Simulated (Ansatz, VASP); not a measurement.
**BaS in VASP and in Ansatz**

File INCAR:

```
ALGO = Normal
EDIFF = 1E-6
ENCUT = 520
GGA = PE
ISIF = 2
ISMEAR = -1
LASPH = True
LCHARG = False
LREAL = False
LWAVE = False
NBANDS = 24
NELM = 100
PREC = Accurate
SIGMA = 0.02
```

KPOINTS

```
k-points
0
Gamma
  6 6 4
```

File POSCAR:

```
BaS
1.0
    5.3818560826      0.0000000000      0.0000000000
   -2.6909280413      4.6608240870      0.0000000000
    0.0000000000      0.0000000000      6.7535562510
Ba S
2 2
Direct
    0.3333333333      0.6666666667     -0.0625000000
    0.6666666667      0.3333333333      0.4375000000
    0.3333333333      0.6666666667      0.4375000000
    0.6666666667      0.3333333333      0.9375000000
```

Input for Ansatz:

```yaml
crystal:
  lattice:
    - [5.3818560826, 0.0, 0.0]
    - [-2.6909280413, 4.660824087, 0.0]
    - [0.0, 0.0, 6.753556251]
  atoms:
    - { symbol: Ba, position: [0.3333333333, 0.6666666667, -0.0625] }
    - { symbol: Ba, position: [0.6666666667, 0.3333333333, 0.4375] }
    - { symbol: S, position: [0.3333333333, 0.6666666667, 0.4375] }
    - { symbol: S, position: [0.6666666667, 0.3333333333, 0.9375] }
kpoints:
  mp_grid: { grid: [6, 6, 4] }
  band_path:
    path:
      - [0.0, 0.0, 0.0]
      - [0.5, 0.0, 0.0]
      - [0.3333333333, 0.3333333333, 0.0]
      - [0.0, 0.0, 0.5]
      - [0.5, 0.0, 0.5]
      - [0.3333333333, 0.3333333333, 0.5]
    npoints: 1
hamiltonian:
  xc: pbe
scf:
  occupations: { method: fermi_dirac, width: 0.02 }
  n_extra_bands: 5
output:
  forces: true
  stress: true
  eigenvalues: true
```

Change from the starting cell: uniaxial_z strain +5.8%.

Alike in both runs: task single point; functional PBE; k mesh 6 × 6 × 4; occupations fermi-dirac, width 0.02 eV; no spin polarisation.

|  | VASP | Ansatz |
| --- | --- | --- |
| version | VASP 6.6.1 | Ansatz 0.2.0 |
| potentials or method | VASP PAW PBE potentials, release 64 (Ba_sv, S) | plane waves, PAW |
| plane-wave cutoff (eV) | 520 | 420 |
| valence electrons in the cell | 32 | 32 |

```tsv
	VASP	Ansatz	Ansatz less VASP
gap on the k mesh at the Fermi level (eV)	2.60	2.67	+0.072
pressure (GPa)	-1.2	-1.6	-0.37
traceless stress, the component that is largest in VASP (GPa)	-1.73	-1.61	+0.114
```

Spin-orbit coupling is off throughout.
